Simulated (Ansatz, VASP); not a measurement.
# One calculation of BN, two programs

Contents of INCAR:

```
SYSTEM = BN
  PREC = Accurate
  ENCUT = 520
  EDIFF = 1E-6
  ISMEAR = 0
  SIGMA = 0.01
  LREAL = .False.
  LASPH = .True.
  NELM = 100
  ALGO = Normal
  ISIF = 2
  LWAVE = .False.
  LCHARG = .True.
  GGA = PS
  LELF = .True.
  LVHAR = .True.
  NBANDS = 11
```

KPOINTS

```
regular mesh
0
Gamma
  8 8 8
  0 0 0
```

Contents of POSCAR:

```
BN
1.0
    0.0000000000      1.8075000000      1.8075000000
    1.8075000000      0.0000000000      1.8075000000
    1.8075000000      1.8075000000      0.0000000000
B N
1 1
Direct
    0.0000000000      0.0000000000      0.0000000000
    0.2500000000      0.2500000000      0.2500000000
```

Input for Ansatz:

```yaml
crystal:
  lattice:
    - [0.0, 1.8075, 1.8075]
    - [1.8075, 0.0, 1.8075]
    - [1.8075, 1.8075, 0.0]
  atoms:
    - { symbol: B, position: [0.0, 0.0, 0.0] }
    - { symbol: "N", position: [0.25, 0.25, 0.25] }
kpoints:
  mp_grid:
    grid: [8, 8, 8]
    shift: [0.0, 0.0, 0.0]
hamiltonian:
  xc: pbesol
  pseudopotentials:
    kind: paw
scf:
  occupations:
    method: fixed
output:
  eigenvalues: true
```

Alike in both runs: task single point; functional PBEsol; k mesh 8 × 8 × 8; no spin polarisation.

|  | VASP | Ansatz |
| --- | --- | --- |
| version | VASP 6.6.1 | Ansatz 0.2.0 |
| potentials or method | VASP PAW PBE potentials, release 64 (B, N) | plane waves, PAW |
| plane-wave cutoff (eV) | 520 | 420 |
| occupations | gaussian, width 0.01 eV | fixed |
| valence electrons in the cell | 8 | 8 |

|  | VASP | Ansatz | Ansatz less VASP |
| --- | --- | --- | --- |
| gap on the k mesh at the Fermi level (eV) | 4.28 | 4.29 | +0.013 |

VASP's potentials were made for PBE, not for PBEsol.
